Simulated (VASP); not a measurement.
# Y (Fd-3m) in VASP: notebook

Y is run at these levels: r2SCAN; tasks: single point.

Everything below comes from runs of VASP 6.6.1. Logs are shortened: lines on timing, memory, paths and dates and some standing lists are left out, and cuts for length are marked.

## (1) The cell of the first run

It takes space group Fd-3m (No. 227, cubic). The conventional cell has a = 6.864 Å, b = 6.864 Å, c = 6.864 Å, α = 90.00°, β = 90.00°, γ = 90.00°. Within 3.9 Å of Y (site symmetry -43m) lie 4 Y at 2.97 Å.

## (2) Single point, r2SCAN

The input, POSCAR:

```
Y
1.0
    0.0000000000      3.4318829501      3.4318829501
    3.4318829501      0.0000000000      3.4318829501
    3.4318829501      3.4318829501      0.0000000000
Y
2
Direct
    0.0000000000      0.0000000000      0.0000000000
    0.2500000000      0.2500000000      0.2500000000
```

The input, INCAR.step1:

```
SYSTEM = Y
PREC = Accurate ; ENCUT = 520
ISMEAR = -1 ; SIGMA = 0.1
LREAL = .False. ; LASPH = .True.
NELM = 60 ; NBANDS = 18
GGA = PE ; ALGO = Normal
EDIFF = 1E-4 ; LWAVE = .True.
LCHARG = .False.
```

The input, INCAR.step2:

```
SYSTEM = Y
PREC = Accurate ; ENCUT = 520
EDIFF = 1E-6 ; ISMEAR = -1
SIGMA = 0.1 ; LREAL = .False.
LASPH = .True. ; NELM = 60
ALGO = Normal ; ISIF = 2
LWAVE = .False. ; LCHARG = .False.
METAGGA = R2SCAN ; LMIXTAU = .True.
NBANDS = 18 ; ISTART = 1
```

The input, KPOINTS:

```
Automatic mesh
0
Gamma
  6 6 6
  0 0 0
```

Potentials or basis: VASP PAW PBE potentials, release 64 (Y_sv).

Started as:

```
> cat potpaw_PBE.64/Y_sv/POTCAR > POTCAR
> cp INCAR.step1 INCAR
> mpirun -np 1 vasp_std > vasp.out
> cp INCAR.step2 INCAR
> mpirun -np 1 vasp_std > vasp.out
```

OUTCAR:

```text
SYSTEM = Y
   PREC = Accurate
   ENCUT = 520
   EDIFF = 1E-6
   ISMEAR = -1
   LREAL = .False.
   LASPH = .True.
   NELM = 60
   ISIF = 2
   METAGGA = R2SCAN
   ISTART = 1

 ion  position               nearest neighbor table
   1  0.000  0.000  0.000-   2 2.97   2 2.97   2 2.97   2 2.97
   2  0.250  0.250  0.250-   1 2.97   1 2.97   1 2.97   1 2.97

  LATTYP: Found a face centered cubic cell.
 ALAT       =     6.8637659002

  Lattice vectors:

 A1 = (   0.0000000000,   3.4318829501,   3.4318829501)
 A2 = (   3.4318829501,   0.0000000000,   3.4318829501)
 A3 = (   3.4318829501,   3.4318829501,   0.0000000000)

Analysis of symmetry for initial positions (statically):
=====================================================================
 Subroutine PRICEL returns:
 Original cell was already a primitive cell.

 Routine SETGRP: Setting up the symmetry group for a
 face centered cubic supercell.

 Subroutine GETGRP returns: Found 48 space group operations
 (whereof 24 operations were pure point group operations)
 out of a pool of 48 trial point group operations.

The static configuration has the point symmetry T_d .
 The point group associated with its full space group is O_h .

Analysis of symmetry for dynamics (positions and initial velocities):
=====================================================================
 Subroutine PRICEL returns:
 Original cell was already a primitive cell.

 Routine SETGRP: Setting up the symmetry group for a
 face centered cubic supercell.

 Subroutine GETGRP returns: Found 48 space group operations
 (whereof 24 operations were pure point group operations)
 out of a pool of 48 trial point group operations.

The dynamic configuration has the point symmetry T_d .
 The point group associated with its full space group is O_h .

 Subroutine INISYM returns: Found 48 space group operations
 (whereof 24 operations are pure point group operations),
 and found     1 'primitive' translations

----------------------------------------------------------------------------------------

                                     Primitive cell

  volume of cell :      80.8402

[... 69 lines left out ...]
 SYSTEM =  Y
   PREC   = accura    normal or accurate (medium, high low for compatibility)
   ISTART =      1    job   : 0-new  1-cont  2-samecut
   ICHARG =      0    charge: 1-file 2-atom 10-const
   ISPIN  =      1    spin polarized calculation?
   LNONCOLLINEAR =      F non collinear calculations
   LSORBIT =      F    spin-orbit coupling
   LASPH  =      T    aspherical Exc in radial PAW
   ENCUT  =  520.0 eV  38.22 Ry    6.18 a.u.   9.02  9.02  9.02*2*pi/ulx,y,z
   NELM   =     60;   NELMIN=  2; NELMDL=  0     # of ELM steps
   EDIFF  = 0.1E-05   stopping-criterion for ELM
   LREAL  =      F    real-space projection
   EDIFFG = 0.1E-04   stopping-criterion for IOM
   NSW    =      0    number of steps for IOM
   IBRION =     -1    ionic relax: 0-MD 1-quasi-New 2-CG
   NFREE  =      0    steps in history (QN), initial steepest desc. (CG)
   ISIF   =      2    stress and relaxation
   ISYM   =      2    0-nonsym 1-usesym 2-fastsym
   POTIM  = 0.5000    time-step for ionic-motion
   TEBEG  =    0.0;   TEEND  =   0.0 temperature during run
   PSTRESS=    0.0 pullay stress
   NELECT =      22.0000    total number of electrons
   NUPDOWN=      -1.0000    fix difference up-down
   EMIN   =  10.00;   EMAX   =-10.00  energy-range for DOS
   EFERMI =   0.00;   METHOD = LEGACY
   ISMEAR =    -1;   SIGMA  =   0.10  broadening in eV -4-tet -1-fermi 0-gaus
   EFERMI_NEDOS =   21; number of points for ismear=-14 and -15
   IALGO  =     38    algorithm
   IMIX   =      4    mixing-type and parameters
     AMIX     =   0.40;   BMIX     =  1.00
     AMIX_MAG =   1.60;   BMIX_MAG =  1.00
  volume/ion in A,a.u.               =      40.42       272.77
  Fermi-wavevector in a.u.,A,eV,Ry     =   1.060897  2.004805 15.313393  1.125503
  Thomas-Fermi vector in A             =   2.196294
   LORBIT       =      0    0 simple, 1 ext, 2 COOP (PROOUT), +10 PAW based schemes
   METAGGA = R2SCAN    functional components
   LHFCALC =     F    Hartree Fock is set to
   AEXX    =    0.0000 exact exchange contribution
   IVDW    =     0    specifies the selected vdW correction
   LEPSILON=     F    determine dielectric tensor
   LRPA    =     F    only Hartree local field effects (RPA)
 non-spin polarized calculation
  energy-cutoff  :      520.00
  volume of cell :       80.84
 maximum number of plane-waves:      2200
   NGX = 17   NGY = 17   NGZ = 17

 number of electron      22.0000001 magnetization

 Free energy of the ion-electron system (eV)
  ---------------------------------------------------
  ext. energy  EPLUGINS =         0.00000000
  ---------------------------------------------------
  free energy    TOTEN  =       -36.34302780 eV

  energy without entropy =      -36.24249270  energy(sigma->0) =      -36.29276025

 E-fermi :   1.7623     XC(G=0):  -9.0411

 val. band max:        1.7241723668   @ k =  -0.3333   0.3333   0.0000
 cond. band min:       1.7743797286   @ k =   0.3333   0.3333   0.0000
 fundamental gap:      0.0502073617
 Fermi energy:         1.7623117876

 k-point     1 :       0.0000    0.0000    0.0000
  band No.  band energies     occupation
      1     -43.1327      2.00000
      2     -42.7550      2.00000
      3     -22.7270      2.00000
      4     -22.7270      2.00000
      5     -22.7270      2.00000
      6     -22.0009      2.00000
[... 313 lines left out ...]
      5     -22.3714      2.00000
      6     -22.3714      2.00000
[... 10 lines left out ...]
     17       5.7181      0.00000
     18       5.7181      0.00000

------------------------ aborting loop because EDIFF is reached ----------------------------------------

  FORCE on cell =-STRESS in cart. coord.  units (eV):
  Direction    XX          YY          ZZ          XY          YZ          ZX
  --------------------------------------------------------------------------------------
  -------------------------------------------------------------------------------------
  Total        0.0398095      0.0398095      0.0398095      0.0000000     -0.0000000      0.0000000
  in kB        0.7889863      0.7889863      0.7889863      0.0000000     -0.0000000      0.0000000
  external PRESSURE =       0.7889863 kB  Pullay stress =       0.0000000 kB

 VOLUME and BASIS-vectors are now :
 -----------------------------------------------------------------------------
  energy-cutoff  :      520.00
  volume of cell :       80.84
      direct lattice vectors                 reciprocal lattice vectors
     0.000000000  3.431882950  3.431882950    -0.145692615  0.145692615  0.145692615
     3.431882950  0.000000000  3.431882950     0.145692615 -0.145692615  0.145692615
     3.431882950  3.431882950  0.000000000     0.145692615  0.145692615 -0.145692615

 POSITION                                       TOTAL-FORCE (eV/Angst)
 -----------------------------------------------------------------------------------
      0.00000      0.00000      0.00000        -0.000000     -0.000000     -0.000000
      1.71594      1.71594      1.71594         0.000000      0.000000      0.000000
 -----------------------------------------------------------------------------------
    total drift:                                0.000000      0.000000     -0.000000

  FREE ENERGIE OF THE ION-ELECTRON SYSTEM (eV)
  ---------------------------------------------------
  free  energy   TOTEN  =       -36.3430277988 eV

  energy  without entropy=      -36.2424926980  energy(sigma->0) =      -36.29276025
```

OSZICAR.step1:

```text
N       E                     dE             d eps       ncg     rms          rms(c)
DAV:   1     0.845818304472E+02    0.84582E+02   -0.11000E+04   576   0.113E+03
DAV:   2    -0.277501770631E+01   -0.87357E+02   -0.86083E+02   742   0.248E+02
DAV:   3    -0.904844177690E+01   -0.62734E+01   -0.59373E+01  1026   0.368E+01
DAV:   4    -0.924023678489E+01   -0.19180E+00   -0.19056E+00   730   0.689E+00
DAV:   5    -0.924615113595E+01   -0.59144E-02   -0.59089E-02   804   0.101E+00    0.173E+01
DAV:   6    -0.895369975205E+01    0.29245E+00   -0.64897E-01   602   0.352E+00    0.101E+01
DAV:   7    -0.896091728009E+01   -0.72175E-02   -0.66484E-01   880   0.330E+00    0.168E+00
DAV:   8    -0.895843493449E+01    0.24823E-02   -0.10606E-01   674   0.170E+00    0.433E-01
DAV:   9    -0.895790383666E+01    0.53110E-03   -0.66181E-03   642   0.430E-01    0.198E-01
DAV:  10    -0.895773589556E+01    0.16794E-03   -0.13357E-03   726   0.249E-01    0.393E-02
DAV:  11    -0.895774455131E+01   -0.86558E-05   -0.10316E-04   382   0.615E-02
   1 F= -.89577446E+01 E0= -.88995054E+01  d E =-.116478E+00
```

Wall time 97 s (1 thread of Intel Xeon Platinum 8259CL at 2.50GHz (Skylake/Cascade Lake), shared host); peak memory 0.22 GiB.

Results:

* Free energy: -36.3430 eV
* Pressure: 0.1 GPa
* Band gap on the k mesh: zero (band 11 reaches 1.98 eV, above the bottom of band 12 at 1.53 eV)

Caveat: the PAW data sets were made with another functional, which shifts forces and pressure a little.

## (3) Single point, r2SCAN

POSCAR is that of step 2.

The input, INCAR.step1:

```
PREC     = Accurate       # precision mode
ENCUT    = 520            # plane-wave cutoff, eV
ISMEAR   = -1             # smearing method
SIGMA    = 0.1            # smearing width, eV
LREAL    = False          # projectors in reciprocal space
LASPH    = True           # aspherical terms in the spheres
NELM     = 100            # most SCF steps
NBANDS   = 18             # bands
GGA      = PE             # functional
ALGO     = Normal         # electronic algorithm
EDIFF    = 1E-4           # SCF threshold, eV
LWAVE    = True           # write WAVECAR
LCHARG   = False          # write CHGCAR
```

The input, INCAR.step2:

```
PREC     = Accurate       # precision mode
ENCUT    = 520            # plane-wave cutoff, eV
EDIFF    = 1E-7           # SCF threshold, eV
ISMEAR   = -1             # smearing method
SIGMA    = 0.1            # smearing width, eV
LREAL    = False          # projectors in reciprocal space
LASPH    = True           # aspherical terms in the spheres
NELM     = 100            # most SCF steps
ALGO     = Normal         # electronic algorithm
ISIF     = 2              # what is computed and relaxed
LWAVE    = False          # write WAVECAR
LCHARG   = True           # write CHGCAR
METAGGA  = R2SCAN         # meta-GGA
LMIXTAU  = True         
LELF     = True           # ELF
LVHAR    = True         
NBANDS   = 18             # bands
ISTART   = 1
```

The input, KPOINTS:

```
Automatic mesh
0
Gamma
  6 6 6
```

Potentials or basis: VASP PAW PBE potentials, release 64 (Y_sv).

Started as:

```
> cat potpaw_PBE.64/Y_sv/POTCAR > POTCAR
> cp INCAR.step1 INCAR
> mpirun -np 1 vasp_std > vasp.out
> cp INCAR.step2 INCAR
> mpirun -np 1 vasp_std > vasp.out
```

Wall time 2.1 min (1 thread of Intel Xeon Platinum 8259CL at 2.50GHz (Skylake/Cascade Lake), shared host); peak memory 0.23 GiB.

The run converged. Its results:

| Item | Value |
| --- | --- |
| Free energy | -36.3430 eV |
| Pressure | 0.0 GPa |
| Band gap on the k mesh | zero (band 11 reaches 1.98 eV, above the bottom of band 12 at 1.53 eV) |

Levels at points of the mesh, in eV from the Fermi level:
| k point | band 8 | band 9 | band 10 | band 11 | band 12 | band 13 | band 14 | band 15 |
| --- | --- | --- | --- | --- | --- | --- | --- | --- |
| (0.00, 0.00, 0.00) | -23.76 | -3.95 | -0.18 | -0.18 | 0.62 | 0.62 | 0.62 | 2.26 |
| (0.50, 0.00, 0.00) | -23.67 | -1.65 | -0.90 | -0.20 | -0.20 | 0.64 | 0.64 | 0.91 |
| (0.50, 0.50, 0.00) | -23.57 | -1.29 | -1.29 | 0.22 | 0.22 | 0.78 | 0.78 | 2.12 |

Caveat: the PAW data sets were made with another functional, which shifts forces and pressure a little.
